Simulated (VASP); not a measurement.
A run of VASP 6.6.1 is set up as follows.

File INCAR:

```
PREC = Accurate
ENCUT = 520
EDIFF = 1E-6
ISMEAR = -1
SIGMA = 0.05
LREAL = False
LASPH = True
NELM = 150
ALGO = Normal
ISIF = 2
LWAVE = False
LCHARG = False
ISPIN = 2
MAGMOM = 4 4 0 0 0 0
LORBIT = 11
LMAXMIX = 4
GGA = PS
NBANDS = 40
```

The input KPOINTS:

```
regular mesh
0
Gamma
  5 5 7
```

File POSCAR:

```
MnF2
1.0
    4.8738000000      0.0000000000      0.0000000000
    0.0000000000      4.8738000000      0.0000000000
    0.0000000000      0.0000000000      3.3107000000
Mn F
2 4
Direct
    0.5000000000      0.5000000000      0.5000000000
    0.0000000000      0.0000000000      0.0000000000
    0.8053000000      0.1947000000      0.5000000000
    0.6947000000      0.6947000000      0.0000000000
    0.1947000000      0.8053000000      0.5000000000
    0.3053000000      0.3053000000      0.0000000000
```

Potentials or basis: VASP PAW PBE potentials, release 64 (Mn_pv, F).

Run with:

```bash
$ cat potpaw_PBE.64/Mn_pv/POTCAR potpaw_PBE.64/F/POTCAR > POTCAR
$ mpirun -np 1 vasp_std > vasp.out
```

**Question.** Predict the band gap on the k mesh.

**Answer.** 0.94 eV.

**Question.** Estimate the net moment.

**Answer.** 10.00 μB per cell.

**Question.** Predict the pressure.

**Answer.** -0.6 GPa.

**Question.** What does it give for the site moments?

**Answer.** Mn +4.58; F +0.09 μB.

Stress tensor (GPa, compression positive):
```
-0.54  0.00  0.00
 0.00 -0.54  0.00
 0.00  0.00 -0.83
```

Caveat: the PAW data sets were made with another functional, which shifts forces and pressure a little; the run started ferromagnetic, and an antiferromagnetic order may lie lower in energy. A k mesh can miss the band edges.
